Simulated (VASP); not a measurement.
# FeSi32 (a cell with a defect) in VASP: single point with PBE

Aim: the single point of FeSi32 (a cell with a defect) with PBE.

Program: VASP 6.6.1. These are calculated values, not measurements. Logs are shortened: lines on timing, memory, paths and dates and some standing lists are left out, and cuts for length are marked.

## 1. The cell of the first run

The cell holds a defect, 33 atoms: a = 9.474 Å, b = 9.474 Å, c = 9.474 Å, α = 109.47°, β = 109.47°, γ = 109.47°.

## 2. Single point, PBE, collinear spin, ferromagnetic start

INCAR reads:

```
SYSTEM = FeSi32
PREC     = Accurate       ! precision mode
ENCUT    = 520            ! plane-wave cutoff, eV
EDIFF    = 1E-6           ! SCF threshold, eV
ISMEAR   = 0              ! smearing method
SIGMA    = 0.02           ! smearing width, eV
LREAL    = Auto         
LASPH    = .True.         ! aspherical terms in the spheres
NELM     = 150            ! most SCF steps
ALGO     = Normal         ! electronic algorithm
ISIF     = 2              ! what is computed and relaxed
LWAVE    = .False.        ! write WAVECAR
LCHARG   = .False.        ! write CHGCAR
ISPIN    = 2              ! spin polarisation
MAGMOM   = 0 0 0 0 0 0 0 0 0 0 0 0 0 0 0 0 0 0 0 0 0 0 0 0 0 0 0 0 0 0 0 0 2.52 ! initial moments
LORBIT   = 11             ! projections on sites
LMAXMIX  = 4              ! l up to which the mixer works
GGA      = PE             ! functional
NELECT   = 135.0        
NBANDS   = 94             ! bands
KPAR     = 2            
NCORE    = 2
```

KPOINTS reads:

```
Automatic mesh
0
Gamma
  2 2 2
  0.5 0.5 0.5
```

POSCAR reads:

```
FeSi32
1.0
   -5.4700937642      5.4700937642     -5.4700937642
    5.4700937642     -5.4700937642     -5.4700937642
   -5.4700937642     -5.4700937642      5.4700937642
Si Fe
32 1
Direct
    0.5012347353      0.0005508132      0.2505209342
    0.2511147997      0.0005626046      0.5008159125
    0.0089230646      0.0093491999      0.7504183981
    0.7498041490      0.7503630060      0.2527146809
    0.7508160147      0.0090516730      0.0083977537
    0.4950001987      0.7467516419      0.4945438080
    0.2530266499      0.7503003014      0.7492996787
    0.0000349171      0.5017450556      0.2505204772
    0.0084898910      0.7511375814      0.0082513211
    0.7463967120      0.4955604267      0.4946467312
    0.4952330100      0.4956955250      0.7459479080
    0.2500265185      0.2505454310      0.2495894145
    0.2511352747      0.5018266813     -0.0004212908
    0.0001393029      0.2515992521      0.5009198413
    0.7496823961      0.2534398056      0.7492461147
    0.5014149882      0.2516233833     -0.0003295190
    0.7498607294      0.2490801911      0.4984006888
    0.4988852326      0.2491842112      0.7494374277
    0.2549999251      0.2554563158      0.0032484818
    0.0003175448      0.0007539176      0.4965602268
    0.0036032289      0.2553532097      0.2544395142
    0.7410770591     -0.0004182744      0.7406509238
    0.4969733824      0.0007003536     -0.0003003605
    0.2485849528      0.7503294600      0.4983765576
    0.2547670223      0.0040521243      0.2543045988
   -0.0008159824      0.7416022787      0.7409482679
    0.7415101413      0.7417487112     -0.0011374577
    0.4999734224      0.5004106178      0.4994546013
    0.4988647576      0.7504213231      0.2481734425
    0.2487652056      0.4994790067      0.7494491277
    0.0001957919      0.4972853515     -0.0003629737
    0.7499650238      0.4994794637      0.2482548853
   -0.1250000511     -0.1242047265     -0.1257953757
```

Potentials or basis: VASP PAW PBE potentials, release 64 (Si, Fe).

Launch:

```
$ cat potpaw_PBE.64/Si/POTCAR potpaw_PBE.64/Fe/POTCAR > POTCAR
$ mpirun -np 4 vasp_std > vasp.out
```

OUTCAR:

```text
SYSTEM = FeSi32
   PREC = Accurate
   ENCUT = 520
   EDIFF = 1E-6
   ISMEAR = 0
   LREAL = Auto
   LASPH = .True.
   NELM = 150
   ISIF = 2
   ISPIN = 2
   LORBIT = 11
   GGA = PE
   NELECT = 135.0

 ion  position               nearest neighbor table
   1  0.501  0.001  0.251-  17 2.35  29 2.36  25 2.36  23 2.36
   2  0.251  0.001  0.501-  18 2.35  24 2.36  25 2.36  20 2.36
   3  0.009  0.009  0.750-  33 2.34  20 2.35  19 2.35  22 2.48  26 2.48
   4  0.750  0.750  0.253-  20 2.35  27 2.35  29 2.36  32 2.36
   5  0.751  0.009  0.008-  33 2.35  23 2.35  21 2.35  27 2.47  22 2.48
   6  0.495  0.747  0.495-  22 2.35  29 2.36  24 2.36  28 2.37
   7  0.253  0.750  0.749-  26 2.35  23 2.35  30 2.36  24 2.36
   8  0.000  0.502  0.251-  24 2.35  32 2.36  21 2.36  31 2.36
   9  0.008  0.751  0.008-  33 2.35  31 2.35  25 2.35  27 2.47  26 2.47
  10  0.746  0.496  0.495-  26 2.35  17 2.36  32 2.36  28 2.37
  11  0.495  0.496  0.746-  27 2.35  18 2.36  30 2.36  28 2.37
  12  0.250  0.251  0.250-  19 2.37  21 2.37  25 2.37  28 2.37
  13  0.251  0.502  1.000-  29 2.35  30 2.36  19 2.36  31 2.36
  14  0.000  0.252  0.501-  30 2.35  17 2.36  21 2.36  20 2.36
  15  0.750  0.253  0.749-  22 2.35  31 2.35  18 2.36  17 2.36
  16  0.501  0.252  1.000-  32 2.35  18 2.36  19 2.36  23 2.36
  17  0.750  0.249  0.498-   1 2.35  14 2.36  10 2.36  15 2.36
  18  0.499  0.249  0.749-   2 2.35  16 2.36  11 2.36  15 2.36
  19  0.255  0.255  0.003-   3 2.35  13 2.36  16 2.36  12 2.37
  20  0.000  0.001  0.497-   3 2.35   4 2.35   2 2.36  14 2.36
  21  0.004  0.255  0.254-   5 2.35  14 2.36   8 2.36  12 2.37
  22  0.741  1.000  0.741-  33 2.34  15 2.35   6 2.35   3 2.48   5 2.48
  23  0.497  0.001  1.000-   5 2.35   7 2.35   1 2.36  16 2.36
  24  0.249  0.750  0.498-   8 2.35   2 2.36   6 2.36   7 2.36
  25  0.255  0.004  0.254-   9 2.35   2 2.36   1 2.36  12 2.37
  26  0.999  0.742  0.741-  33 2.35   7 2.35  10 2.35   9 2.47   3 2.48
  27  0.742  0.742  0.999-  33 2.35   4 2.35  11 2.35   9 2.47   5 2.47
  28  0.500  0.500  0.499-   6 2.37  10 2.37  11 2.37  12 2.37
  29  0.499  0.750  0.248-  13 2.35   1 2.36   6 2.36   4 2.36
  30  0.249  0.499  0.749-  14 2.35  13 2.36  11 2.36   7 2.36
  31  0.000  0.497  1.000-  15 2.35   9 2.35  13 2.36   8 2.36
  32  0.750  0.499  0.248-  16 2.35   8 2.36  10 2.36   4 2.36
  33  0.875  0.876  0.874-  22 2.34   3 2.34   5 2.35  26 2.35   9 2.35  27 2.35

  LATTYP: Found a body centered cubic cell.
 ALAT       =    10.9401875284

  Lattice vectors:

 A1 = (  -5.4700937642,   5.4700937642,  -5.4700937642)
 A2 = (   5.4700937642,  -5.4700937642,  -5.4700937642)
 A3 = (  -5.4700937642,  -5.4700937642,   5.4700937642)

Analysis of symmetry for initial positions (statically):
=====================================================================
 Subroutine PRICEL returns:
 Original cell was already a primitive cell.

 Routine SETGRP: Setting up the symmetry group for a
 body centered cubic supercell.

 Subroutine GETGRP returns: Found  2 space group operations
 (whereof  1 operations were pure point group operations)
 out of a pool of 48 trial point group operations.

The static configuration has the point symmetry C_1 .
 The point group associated with its full space group is C_2 .

Analysis of symmetry for dynamics (positions and initial velocities):
=====================================================================
 Subroutine PRICEL returns:
 Original cell was already a primitive cell.

 Routine SETGRP: Setting up the symmetry group for a
 body centered cubic supercell.

 Subroutine GETGRP returns: Found  2 space group operations
 (whereof  1 operations were pure point group operations)
 out of a pool of 48 trial point group operations.

The dynamic configuration has the point symmetry C_1 .
 The point group associated with its full space group is C_2 .

Analysis of structural, dynamic, and magnetic symmetry:
=====================================================================
 Subroutine PRICEL returns:
 Original cell was already a primitive cell.

 Routine SETGRP: Setting up the symmetry group for a
 body centered cubic supercell.

 Subroutine GETGRP returns: Found  2 space group operations
 (whereof  1 operations were pure point group operations)
 out of a pool of 48 trial point group operations.

The overall configuration has the point symmetry C_1 .
 The point group associated with its full space group is C_2 .

 Subroutine INISYM returns: Found  2 space group operations
 (whereof  1 operations are pure point group operations),
 and found     1 'primitive' translations

----------------------------------------------------------------------------------------

                                     Primitive cell

[... 119 lines left out ...]
   NGXF,Y,Z  is equivalent  to a cutoff of  24.57, 24.57, 24.57 a.u.
 SYSTEM =  FeSi32
   PREC   = accura    normal or accurate (medium, high low for compatibility)
   ISTART =      0    job   : 0-new  1-cont  2-samecut
   ICHARG =      2    charge: 1-file 2-atom 10-const
   ISPIN  =      2    spin polarized calculation?
   LNONCOLLINEAR =      F non collinear calculations
   LSORBIT =      F    spin-orbit coupling
   LASPH  =      T    aspherical Exc in radial PAW
   ENCUT  =  520.0 eV  38.22 Ry    6.18 a.u.  17.62 17.62 17.62*2*pi/ulx,y,z
   NELM   =    150;   NELMIN=  2; NELMDL= -5     # of ELM steps
   EDIFF  = 0.1E-05   stopping-criterion for ELM
   LREAL  =      T    real-space projection
   EDIFFG = 0.1E-04   stopping-criterion for IOM
   NSW    =      0    number of steps for IOM
[... 5 lines left out ...]
   TEBEG  =    0.0;   TEEND  =   0.0 temperature during run
   PSTRESS=    0.0 pullay stress
   NELECT =     135.0000    total number of electrons
   NUPDOWN=      -1.0000    fix difference up-down
   EMIN   =  10.00;   EMAX   =-10.00  energy-range for DOS
   EFERMI =   0.00;   METHOD = LEGACY
   ISMEAR =     0;   SIGMA  =   0.02  broadening in eV -4-tet -1-fermi 0-gaus
   EFERMI_NEDOS =   21; number of points for ismear=-14 and -15
   IALGO  =     38    algorithm
   IMIX   =      4    mixing-type and parameters
     AMIX     =   0.40;   BMIX     =  1.00
     AMIX_MAG =   1.60;   BMIX_MAG =  1.00
  volume/ion in A,a.u.               =      19.84       133.88
  Fermi-wavevector in a.u.,A,eV,Ry     =   0.967174  1.827694 12.727240  0.935426
  Thomas-Fermi vector in A             =   2.097038
   LORBIT       =     11    0 simple, 1 ext, 2 COOP (PROOUT), +10 PAW based schemes
   GGA     = PE    functional components
   LHFCALC =     F    Hartree Fock is set to
   AEXX    =    0.0000 exact exchange contribution
   IVDW    =     0    specifies the selected vdW correction
   LEPSILON=     F    determine dielectric tensor
   LRPA    =     F    only Hartree local field effects (RPA)
 spin polarized calculation
 Gauss-broadening in eV      SIGMA  =   0.02
  energy-cutoff  :      520.00
  volume of cell :      654.70
 maximum number of plane-waves:     17628
 NGX is ok and might be reduce to    70
   NGX = 35   NGY = 35   NGZ = 35

 number of electron     135.0000002 magnetization       3.0001692

 Free energy of the ion-electron system (eV)
  ---------------------------------------------------
  ext. energy  EPLUGINS =         0.00000000
  ---------------------------------------------------
  free energy    TOTEN  =      -185.92287806 eV

  energy without entropy =     -185.92287806  energy(sigma->0) =     -185.92287806

 E-fermi :   5.5699     XC(G=0):  -9.4298

 val. band max:        5.4625883829   @ k =   0.2500   0.2500   0.2500
 cond. band min:       6.0370888220   @ k =  -0.2500   0.2500   0.2500
 fundamental gap:      0.5745004392
 Fermi energy:         5.5699073578

 spin component 1

 k-point     1 :       0.2500    0.2500    0.2500
  band No.  band energies     occupation
      1      -5.4828      1.00000
      2      -5.3104      1.00000
      3      -5.3101      1.00000
      4      -5.2779      1.00000
      5      -3.6150      1.00000
      6      -3.5360      1.00000
[... 235 lines left out ...]
     78       8.0073      0.00000
     79       8.0843      0.00000
 Fermi energy:         5.5699073578

 spin component 2

 k-point     1 :       0.2500    0.2500    0.2500
  band No.  band energies     occupation
      1      -5.4163      1.00000
      2      -5.2842      1.00000
      3      -5.2838      1.00000
      4      -5.2648      1.00000
      5      -3.5660      1.00000
      6      -3.4804      1.00000
[... 235 lines left out ...]
     78       8.0528      0.00000
     79       8.1312      0.00000
 [bands above 79 left out]

------------------------ aborting loop because EDIFF is reached ----------------------------------------

  FORCE on cell =-STRESS in cart. coord.  units (eV):
  Direction    XX          YY          ZZ          XY          YZ          ZX
  --------------------------------------------------------------------------------------
  -------------------------------------------------------------------------------------
  Total       -4.7955974     -4.7826667     -4.7955974      1.3618544      1.3624175      1.3735903
  in kB      -11.7356999    -11.7040561    -11.7356999      3.3327058      3.3340836      3.3614254
  external PRESSURE =     -11.7251520 kB  Pullay stress =       0.0000000 kB

 VOLUME and BASIS-vectors are now :
 -----------------------------------------------------------------------------
  energy-cutoff  :      520.00
  volume of cell :      654.70
      direct lattice vectors                 reciprocal lattice vectors
    -5.470093764  5.470093764 -5.470093764    -0.091406111  0.000000000 -0.091406111
     5.470093764 -5.470093764 -5.470093764     0.000000000 -0.091406111 -0.091406111
    -5.470093764 -5.470093764  5.470093764    -0.091406111 -0.091406111  0.000000000

 POSITION                                       TOTAL-FORCE (eV/Angst)
 -----------------------------------------------------------------------------------
     -4.10916      1.36842     -1.37444        -0.001133     -0.001783      0.001633
     -4.11005     -1.36897      1.36281        -0.000846      0.001868     -0.001811
     -4.10253     -4.10719      4.00491         0.007704      0.007849     -0.006426
     -1.37932     -1.38543     -6.82368         0.002673      0.006664     -0.002101
     -4.10346      4.01158     -4.11061         0.012065     -0.005929     -0.001811
     -1.32810     -4.08230     -4.08730         0.001756     -0.000968     -0.001595
[... 25 lines left out ...]
     -2.72816      0.01220     -5.47660        -0.002167      0.000384      0.001801
     -4.77763     -4.78633     -4.79503        -0.030374     -0.000000      0.030374
 -----------------------------------------------------------------------------------
    total drift:                               -0.008843      0.000692      0.009779

  FREE ENERGIE OF THE ION-ELECTRON SYSTEM (eV)
  ---------------------------------------------------
  free  energy   TOTEN  =      -185.9228780611 eV

  energy  without entropy=     -185.9228780611  energy(sigma->0) =     -185.92287806

 total charge

# of ion       s       p       d       tot
------------------------------------------
    1        0.750   0.929   0.000   1.679
    2        0.750   0.929   0.000   1.679
    3        0.749   0.914   0.000   1.663
    4        0.751   0.923   0.000   1.673
    5        0.748   0.914   0.000   1.663
    6        0.751   0.926   0.000   1.677
[... 25 lines left out ...]
   32        0.750   0.929   0.000   1.679
   33        0.420   0.478   6.485   7.382
--------------------------------------------------
tot         24.420  30.046   6.485  60.951

 magnetization (x)

# of ion       s       p       d       tot
------------------------------------------
    1        0.001   0.006   0.000   0.007
    2        0.001   0.006   0.000   0.007
    3       -0.000   0.026   0.000   0.026
    4        0.000   0.002   0.000   0.002
    5       -0.000   0.026   0.000   0.026
    6        0.001   0.003   0.000   0.004
[... 25 lines left out ...]
   32        0.001   0.006   0.000   0.007
   33        0.038   0.012   2.086   2.136
--------------------------------------------------
tot          0.054   0.267   2.086   2.408
```

Run time: 9.8 min. Hardware: 4 MPI ranks of Oxide Virtual Turin-like, shared host; peak memory 0.61 GiB.

Results:

| Property | Result |
| --- | --- |
| Free energy | -185.9229 eV |
| Largest force | 0.043 eV/Å |
| Net moment | 3.00 μB per cell |
| Site moments | Si +0.01, +0.03, +0.00 (each value once); Fe +2.14 μB |
| Valence electrons inside the program's atomic spheres | Si 1.68, 1.66, 1.67 (each value once); Fe 7.38 |

Forces in eV/Å, atoms in the order of the input:
```
Si  -0.001 -0.002  0.002
Si  -0.001  0.002 -0.002
Si   0.008  0.008 -0.006
Si   0.003  0.007 -0.002
Si   0.012 -0.006 -0.002
Si   0.002 -0.001 -0.002
Si   0.001  0.001  0.004
Si  -0.002  0.000  0.002
Si  -0.006  0.007 -0.007
Si   0.000  0.001 -0.001
Si  -0.001 -0.001  0.003
Si   0.000  0.001  0.001
Si  -0.001  0.002  0.000
Si   0.002  0.000 -0.001
Si   0.001  0.003  0.002
Si   0.004 -0.001 -0.002
Si   0.001  0.000 -0.002
Si   0.002 -0.002  0.001
Si   0.002  0.001 -0.002
Si  -0.002 -0.003 -0.001
Si   0.001 -0.001  0.000
Si   0.006 -0.008 -0.008
Si  -0.004 -0.001 -0.001
Si   0.002  0.001 -0.004
Si  -0.003  0.001  0.001
Si   0.002  0.006 -0.012
Si   0.007 -0.007  0.006
Si  -0.001 -0.001  0.000
Si   0.000 -0.002  0.001
Si  -0.002  0.002  0.001
Si   0.002 -0.007 -0.003
Si  -0.002  0.000  0.002
Fe  -0.030  0.000  0.030
```

Caveat: the cell carries a net charge on a neutralising background, which shifts energy and pressure; the cell is charged against a uniform background, so pressure and absolute levels hang on convention.
